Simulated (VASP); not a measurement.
# Au (Fm-3m) in VASP: notebook

Au is run at these levels: LDA; tasks: single point.

All numbers are computed with VASP 6.6.1; they aren't measurements. Logs are shortened: lines on timing, memory, paths and dates and some standing lists are left out, and cuts for length are marked.

### Step 1. The cell of the first run

The structure is cubic, space group Fm-3m (No. 225). Conventional cell: a = 4.046 Å, b = 4.046 Å, c = 4.046 Å, α = 90.00°, β = 90.00°, γ = 90.00°. Au (site symmetry m-3m) has 12 Au at 2.86 Å within 3.8 Å.

### Step 2. Single point, LDA

The input, INCAR:

```
SYSTEM = Au
PREC = Accurate ; ENCUT = 520
EDIFF = 1E-7 ; ISMEAR = 1
SIGMA = 0.01 ; LREAL = .FALSE.
LASPH = .TRUE. ; NELM = 100
ALGO = Normal ; ISIF = 2
LWAVE = .FALSE. ; LCHARG = .FALSE.
GGA = CA ; NBANDS = 12
```

The input, KPOINTS:

```
regular mesh
0
G
  13 13 13
  0 0 0
```

The input, POSCAR:

```
Au
1.0
    0.0000000000      2.0229622709      2.0229622709
    2.0229622709      0.0000000000      2.0229622709
    2.0229622709      2.0229622709      0.0000000000
Au
1
Direct
    0.0000000000      0.0000000000      0.0000000000
```

Potentials or basis: VASP PAW LDA potentials, release 64 (Au).

Started as:

```console
> cat potpaw_LDA.64/Au/POTCAR > POTCAR
> mpirun -np 1 vasp_std > vasp.out
```

OUTCAR:

```text
SYSTEM = Au
   PREC = Accurate
   ENCUT = 520
   EDIFF = 1E-7
   ISMEAR = 1
   LREAL = .FALSE.
   LASPH = .TRUE.
   NELM = 100
   ISIF = 2
   GGA = CA

 ion  position               nearest neighbor table
   1  0.000  0.000  0.000-

  LATTYP: Found a face centered cubic cell.
 ALAT       =     4.0459245418

  Lattice vectors:

 A1 = (   0.0000000000,   2.0229622709,   2.0229622709)
 A2 = (   2.0229622709,   0.0000000000,   2.0229622709)
 A3 = (   2.0229622709,   2.0229622709,   0.0000000000)

Analysis of symmetry for initial positions (statically):
=====================================================================
 Subroutine PRICEL returns:
 Original cell was already a primitive cell.

 Routine SETGRP: Setting up the symmetry group for a
 face centered cubic supercell.

 Subroutine GETGRP returns: Found 48 space group operations
 (whereof 48 operations were pure point group operations)
 out of a pool of 48 trial point group operations.

The static configuration has the point symmetry O_h .

Analysis of symmetry for dynamics (positions and initial velocities):
=====================================================================
 Subroutine PRICEL returns:
 Original cell was already a primitive cell.

 Routine SETGRP: Setting up the symmetry group for a
 face centered cubic supercell.

 Subroutine GETGRP returns: Found 48 space group operations
 (whereof 48 operations were pure point group operations)
 out of a pool of 48 trial point group operations.

The dynamic configuration has the point symmetry O_h .

 Subroutine INISYM returns: Found 48 space group operations
 (whereof 48 operations are pure point group operations),
 and found     1 'primitive' translations

----------------------------------------------------------------------------------------

                                     Primitive cell

  volume of cell :      16.5574

  direct lattice vectors                    reciprocal lattice vectors
     0.000000000  2.022962271  2.022962271    -0.247162296  0.247162296  0.247162296
     2.022962271  0.000000000  2.022962271     0.247162296 -0.247162296  0.247162296
     2.022962271  2.022962271  0.000000000     0.247162296  0.247162296 -0.247162296

  length of vectors
     2.860900680  2.860900680  2.860900680     0.428097655  0.428097655  0.428097655

  position of ions in fractional coordinates (direct lattice)
     0.000000000  0.000000000  0.000000000

  ion indices of the primitive-cell ions
   primitive index   ion index
[... 76 lines left out ...]
   NSW    =      0    number of steps for IOM
   IBRION =     -1    ionic relax: 0-MD 1-quasi-New 2-CG
   NFREE  =      0    steps in history (QN), initial steepest desc. (CG)
   ISIF   =      2    stress and relaxation
   ISYM   =      2    0-nonsym 1-usesym 2-fastsym
   POTIM  = 0.5000    time-step for ionic-motion
   TEBEG  =    0.0;   TEEND  =   0.0 temperature during run
   PSTRESS=    0.0 pullay stress
   NELECT =      11.0000    total number of electrons
   NUPDOWN=      -1.0000    fix difference up-down
   EMIN   =  10.00;   EMAX   =-10.00  energy-range for DOS
   EFERMI =   0.00;   METHOD = LEGACY
   ISMEAR =     1;   SIGMA  =   0.01  broadening in eV -4-tet -1-fermi 0-gaus
   EFERMI_NEDOS =   21; number of points for ismear=-14 and -15
   IALGO  =     38    algorithm
   IMIX   =      4    mixing-type and parameters
     AMIX     =   0.40;   BMIX     =  1.00
     AMIX_MAG =   1.60;   BMIX_MAG =  1.00
  volume/ion in A,a.u.               =      16.56       111.74
  Fermi-wavevector in a.u.,A,eV,Ry     =   1.428481  2.699439 27.763495  2.040559
  Thomas-Fermi vector in A             =   2.548539
   LORBIT       =      0    0 simple, 1 ext, 2 COOP (PROOUT), +10 PAW based schemes
   GGA     = CA    functional components
   LHFCALC =     F    Hartree Fock is set to
   AEXX    =    0.0000 exact exchange contribution
   IVDW    =     0    specifies the selected vdW correction
   LEPSILON=     F    determine dielectric tensor
   LRPA    =     F    only Hartree local field effects (RPA)
 non-spin polarized calculation
 Methfessel and Paxton  Order N= 1 SIGMA  =   0.01
  energy-cutoff  :      520.00
  volume of cell :       16.56
 maximum number of plane-waves:       459
 NGX is ok and might be reduce to    24
   NGX = 11   NGY = 11   NGZ = 11

 number of electron      10.9999999 magnetization

 Free energy of the ion-electron system (eV)
  ---------------------------------------------------
  ext. energy  EPLUGINS =         0.00000000
  ---------------------------------------------------
  free energy    TOTEN  =        -4.44832845 eV

  energy without entropy =       -4.44833584  energy(sigma->0) =       -4.44833091

 E-fermi :   9.8144     XC(G=0): -13.1519

 val. band max:        9.8065227223   @ k =   0.4615   0.3846   0.0000
 cond. band min:       9.8347838056   @ k =   0.4615   0.3077   0.0000
 fundamental gap:      0.0282610833
 Fermi energy:         9.8143744008

 k-point     1 :       0.0000    0.0000    0.0000
  band No.  band energies     occupation
      1      -0.4430      2.00000
      2       4.9042      2.00000
      3       4.9042      2.00000
      4       4.9042      2.00000
      5       6.5215      2.00000
      6       6.5215      2.00000
      7      24.2239      0.00000
      8      28.3439      0.00000
      9      28.3439      0.00000
     10      28.3439      0.00000
     11      33.4687      0.00000
     12      38.3710      0.00000
[... 331 lines left out ...]
 k-point    24 :       0.4615    0.1538    0.0000
  band No.  band energies     occupation
      1       2.7001      2.00000
      2       4.5717      2.00000
      3       5.3988      2.00000
      4       5.4453      2.00000
      5       7.8293      2.00000
      6       9.4414      2.00000
      7      15.1204      0.00000
      8      24.0776      0.00000
      9      25.2569      0.00000
     10      26.1487      0.00000
     11      34.9381      0.00000
     12      36.0034      0.00000

 [... further k-points ...]
[... 5 lines left out ...]
  --------------------------------------------------------------------------------------
  -------------------------------------------------------------------------------------
  Total        0.0340774      0.0340774      0.0340774     -0.0000000      0.0000000     -0.0000000
  in kB        3.2974922      3.2974922      3.2974922     -0.0000000      0.0000000     -0.0000000
  external PRESSURE =       3.2974922 kB  Pullay stress =       0.0000000 kB

 VOLUME and BASIS-vectors are now :
 -----------------------------------------------------------------------------
  energy-cutoff  :      520.00
  volume of cell :       16.56
      direct lattice vectors                 reciprocal lattice vectors
     0.000000000  2.022962271  2.022962271    -0.247162296  0.247162296  0.247162296
     2.022962271  0.000000000  2.022962271     0.247162296 -0.247162296  0.247162296
     2.022962271  2.022962271  0.000000000     0.247162296  0.247162296 -0.247162296

 POSITION                                       TOTAL-FORCE (eV/Angst)
 -----------------------------------------------------------------------------------
      0.00000      0.00000      0.00000        -0.000000      0.000000      0.000000
 -----------------------------------------------------------------------------------
    total drift:                                0.000000      0.000000     -0.000000

  FREE ENERGIE OF THE ION-ELECTRON SYSTEM (eV)
  ---------------------------------------------------
  free  energy   TOTEN  =        -4.4483284532 eV

  energy  without entropy=       -4.4483358357  energy(sigma->0) =       -4.44833091
```

stdout:

```text
POSCAR found type information on POSCAR Au
 POSCAR found :  1 types and       1 ions
 scaLAPACK will be used
 LDA part: xc-table for (Slater(with rela. corr.)+CA(PZ))
 , standard interpolation
 POSCAR, INCAR and KPOINTS ok, starting setup
 FFT: planning ... GRIDC
 FFT: planning ... GRID_SOFT
 FFT: planning ... GRID
 WAVECAR not read
 entering main loop
```

It took 6.8 s on 1 thread of Intel Xeon Platinum 8488C (Sapphire Rapids), shared host; peak memory 0.14 GiB.

Results:

| Item | Value |
| --- | --- |
| Free energy | -4.4483 eV |
| Pressure | 0.3 GPa |

Levels at points of the mesh, in eV from the Fermi level:
| k point | band 3 | band 4 | band 5 | band 6 | band 7 | band 8 | band 9 | band 10 |
| --- | --- | --- | --- | --- | --- | --- | --- | --- |
| (0.00, 0.00, 0.00) | -4.91 | -4.91 | -3.29 | -3.29 | 14.41 | 18.53 | 18.53 | 18.53 |

Caveat: spin-orbit coupling is left out, which moves the levels of the heavy elements.

### Step 3. Single point, LDA

The input, INCAR:

```
PREC = Accurate
ENCUT = 520
EDIFF = 1E-6
ISMEAR = 1
SIGMA = 0.03
LREAL = F
LASPH = T
NELM = 60
ALGO = Normal
ISIF = 2
LWAVE = F
LCHARG = T
LELF = T
LVHAR = T
NBANDS = 12
```

The input, KPOINTS:

```
regular mesh
0
Gamma
  13 13 13
```

POSCAR is that of step 2.

Potentials or basis: VASP PAW LDA potentials, release 64 (Au).

Started as:

```console
> cat potpaw_LDA.64/Au/POTCAR > POTCAR
> mpirun -np 1 vasp_std > vasp.out
```

OUTCAR:

```text
PREC = Accurate
   ENCUT = 520
   EDIFF = 1E-6
   ISMEAR = 1
   LREAL = F
   LASPH = T
   NELM = 60
   ISIF = 2

 ion  position               nearest neighbor table
   1  0.000  0.000  0.000-

  LATTYP: Found a face centered cubic cell.
 ALAT       =     4.0459245418

  Lattice vectors:

 A1 = (   0.0000000000,   2.0229622709,   2.0229622709)
 A2 = (   2.0229622709,   0.0000000000,   2.0229622709)
 A3 = (   2.0229622709,   2.0229622709,   0.0000000000)

Analysis of symmetry for initial positions (statically):
=====================================================================
 Subroutine PRICEL returns:
 Original cell was already a primitive cell.

 Routine SETGRP: Setting up the symmetry group for a
 face centered cubic supercell.

 Subroutine GETGRP returns: Found 48 space group operations
 (whereof 48 operations were pure point group operations)
 out of a pool of 48 trial point group operations.

The static configuration has the point symmetry O_h .

Analysis of symmetry for dynamics (positions and initial velocities):
=====================================================================
 Subroutine PRICEL returns:
 Original cell was already a primitive cell.

 Routine SETGRP: Setting up the symmetry group for a
 face centered cubic supercell.

 Subroutine GETGRP returns: Found 48 space group operations
 (whereof 48 operations were pure point group operations)
 out of a pool of 48 trial point group operations.

The dynamic configuration has the point symmetry O_h .

 Subroutine INISYM returns: Found 48 space group operations
 (whereof 48 operations are pure point group operations),
 and found     1 'primitive' translations

----------------------------------------------------------------------------------------

[... 109 lines left out ...]
     AMIX     =   0.40;   BMIX     =  1.00
     AMIX_MAG =   1.60;   BMIX_MAG =  1.00
  volume/ion in A,a.u.               =      16.56       111.74
  Fermi-wavevector in a.u.,A,eV,Ry     =   1.428481  2.699439 27.763495  2.040559
  Thomas-Fermi vector in A             =   2.548539
   LORBIT       =      0    0 simple, 1 ext, 2 COOP (PROOUT), +10 PAW based schemes
   GGA     = CA    functional components
   LHFCALC =     F    Hartree Fock is set to
   AEXX    =    0.0000 exact exchange contribution
   IVDW    =     0    specifies the selected vdW correction
   LEPSILON=     F    determine dielectric tensor
   LRPA    =     F    only Hartree local field effects (RPA)
 non-spin polarized calculation
 Methfessel and Paxton  Order N= 1 SIGMA  =   0.03
  energy-cutoff  :      520.00
  volume of cell :       16.56
 maximum number of plane-waves:       459
 NGX is ok and might be reduce to    24
   NGX = 11   NGY = 11   NGZ = 11

 number of electron      10.9999999 magnetization

 Free energy of the ion-electron system (eV)
  ---------------------------------------------------
  ext. energy  EPLUGINS =         0.00000000
  ---------------------------------------------------
  free energy    TOTEN  =        -4.44832933 eV

  energy without entropy =       -4.44825159  energy(sigma->0) =       -4.44830342

 E-fermi :   9.8204     XC(G=0): -13.1517

 val. band max:        9.8067960059   @ k =   0.4615   0.3846   0.0000
 cond. band min:       9.8352245503   @ k =   0.4615   0.3077   0.0000
 fundamental gap:      0.0284285444
 Fermi energy:         9.8204106695

 k-point     1 :       0.0000    0.0000    0.0000
  band No.  band energies     occupation
      1      -0.4430      2.00000
      2       4.9049      2.00000
      3       4.9049      2.00000
      4       4.9049      2.00000
      5       6.5223      2.00000
      6       6.5223      2.00000
      7      24.2238      0.00000
      8      28.3439      0.00000
      9      28.3439      0.00000
     10      28.3439      0.00000
     11      33.4686      0.00000
     12      38.3712      0.00000
[... 331 lines left out ...]
 k-point    24 :       0.4615    0.1538    0.0000
  band No.  band energies     occupation
      1       2.7005      2.00000
      2       4.5723      2.00000
      3       5.3993      2.00000
      4       5.4460      2.00000
      5       7.8301      2.00000
      6       9.4419      2.00000
      7      15.1207      0.00000
      8      24.0776      0.00000
      9      25.2570      0.00000
     10      26.1488      0.00000
     11      34.9382      0.00000
     12      36.0036      0.00000

 [... further k-points ...]
[... 5 lines left out ...]
  --------------------------------------------------------------------------------------
  -------------------------------------------------------------------------------------
  Total        0.0395097      0.0395097      0.0395097      0.0000000      0.0000000      0.0000000
  in kB        3.8231478      3.8231478      3.8231478      0.0000000      0.0000000      0.0000000
  external PRESSURE =       3.8231478 kB  Pullay stress =       0.0000000 kB

 VOLUME and BASIS-vectors are now :
 -----------------------------------------------------------------------------
  energy-cutoff  :      520.00
  volume of cell :       16.56
      direct lattice vectors                 reciprocal lattice vectors
     0.000000000  2.022962271  2.022962271    -0.247162296  0.247162296  0.247162296
     2.022962271  0.000000000  2.022962271     0.247162296 -0.247162296  0.247162296
     2.022962271  2.022962271  0.000000000     0.247162296  0.247162296 -0.247162296

 POSITION                                       TOTAL-FORCE (eV/Angst)
 -----------------------------------------------------------------------------------
      0.00000      0.00000      0.00000         0.000000      0.000000      0.000000
 -----------------------------------------------------------------------------------
    total drift:                                0.000000      0.000000      0.000000

  FREE ENERGIE OF THE ION-ELECTRON SYSTEM (eV)
  ---------------------------------------------------
  free  energy   TOTEN  =        -4.4483293315 eV

  energy  without entropy=       -4.4482515898  energy(sigma->0) =       -4.44830342
```

stdout:

```text
POSCAR found type information on POSCAR Au
 POSCAR found :  1 types and       1 ions
 scaLAPACK will be used
 LDA part: xc-table for (Slater(with rela. corr.)+CA(PZ))
 , standard interpolation
 POSCAR, INCAR and KPOINTS ok, starting setup
 FFT: planning ... GRIDC
 FFT: planning ... GRID_SOFT
 FFT: planning ... GRID
 WAVECAR not read
 entering main loop
```

Wall time 6.6 s (1 thread of Intel Xeon Platinum 8488C (Sapphire Rapids), shared host); peak memory 0.14 GiB.

What came out:

```yaml
Free_energy: -4.4483 eV
Pressure: 0.4 GPa
```

Caveat: spin-orbit coupling is left out, which moves the levels of the heavy elements.

(Continued in part 2 of 2.)
